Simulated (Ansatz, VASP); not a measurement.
**LiCl: VASP beside Ansatz**

```
CELL_PARAMETERS angstrom
0.00000 2.53141 2.53141
2.53141 0.00000 2.53141
2.53141 2.53141 0.00000
ATOMIC_POSITIONS crystal
Li 0.00000 0.00000 0.00000
Cl 0.50000 0.50000 0.50000
```

Alike in both runs: functional PBEsol; k mesh 8 × 8 × 8; occupations gaussian, width 0.02 eV; no spin polarisation.

Ansatz relaxed the structure, and its values are those at the end. VASP's run is a single point on that final structure, the one shown.

|  | VASP | Ansatz |
| --- | --- | --- |
| version | VASP 6.6.1 | Ansatz 0.2.0 |
| potentials or method | VASP PAW PBE potentials, release 64 (Li_sv, Cl), cutoff 520 eV | scalar-relativistic, plane waves, PAW |
| valence electrons in the cell | 10 | 10 |

```tsv
	VASP	Ansatz	Ansatz less VASP
gap on the k mesh at the Fermi level (eV)	6.37	6.35	-0.010
least direct gap on the mesh (eV)	6.37	6.35	-0.010
```

VASP's potentials were made for PBE, not for PBEsol.

Noted on VASP's run: the cutoff is short for stress, so the pressure is rough.
